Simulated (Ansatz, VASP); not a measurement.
## One calculation of MgS, two programs

The input INCAR:

```
PREC = Accurate
ENCUT = 520
EDIFF = 1E-7
ISMEAR = 0
SIGMA = 0.02
LREAL = False
LASPH = True
NELM = 100
ALGO = Normal
ISIF = 2
LWAVE = False
LCHARG = False
GGA = PE
NBANDS = 11
```

Contents of KPOINTS:

```
regular mesh
0
Gamma
  8 8 8
```

The input POSCAR:

```
MgS
1.0
    0.0000000000      2.6992655735      2.6992655735
    2.6992655735      0.0000000000      2.6992655735
    2.6992655735      2.6992655735      0.0000000000
Mg S
1 1
Direct
    0.0000000000      0.0000000000      0.0000000000
    0.5000000000      0.5000000000      0.5000000000
```

Input for Ansatz:

```yaml
crystal:
  lattice:
    - [0.0, 2.6992655735, 2.6992655735]
    - [2.6992655735, 0.0, 2.6992655735]
    - [2.6992655735, 2.6992655735, 0.0]
  atoms:
    - { symbol: Mg, position: [0.0, 0.0, 0.0] }
    - { symbol: S, position: [0.5, 0.5, 0.5] }
basis:
  ecutwfc: 420
kpoints:
  mp_grid: { grid: [8, 8, 8] }
hamiltonian:
  xc: pbe
scf:
  occupations: { method: gaussian, width: 0.02 }
output:
  forces: true
  stress: true
  eigenvalues: true
```

Alike in both runs: task single point; functional PBE; k mesh 8 × 8 × 8; occupations gaussian, width 0.02 eV; no spin polarisation.

```csv
,VASP,Ansatz
version,VASP 6.6.1,Ansatz 0.2.0
potentials or method,"VASP PAW PBE potentials, release 64 (Mg, S), cutoff 520 eV","scalar-relativistic, plane waves, PAW"
valence electrons in the cell,8,16
```

Ansatz gave:

```
gap on the k mesh at the Fermi level (eV) : 2.55
least direct gap on the mesh (eV)         : 2.91
pressure (GPa)                            : -5.8
```

What did VASP give for the same quantities?

gap on the k mesh at the Fermi level (eV): 2.53; least direct gap on the mesh (eV): 2.90; pressure (GPa): -6.0.

The functional is the same, so the differences come from potentials, cutoffs and numerics. VASP's potentials hold 8 valence electrons a cell and Ansatz's 16, so a difference there can come from the potentials and not from the codes.
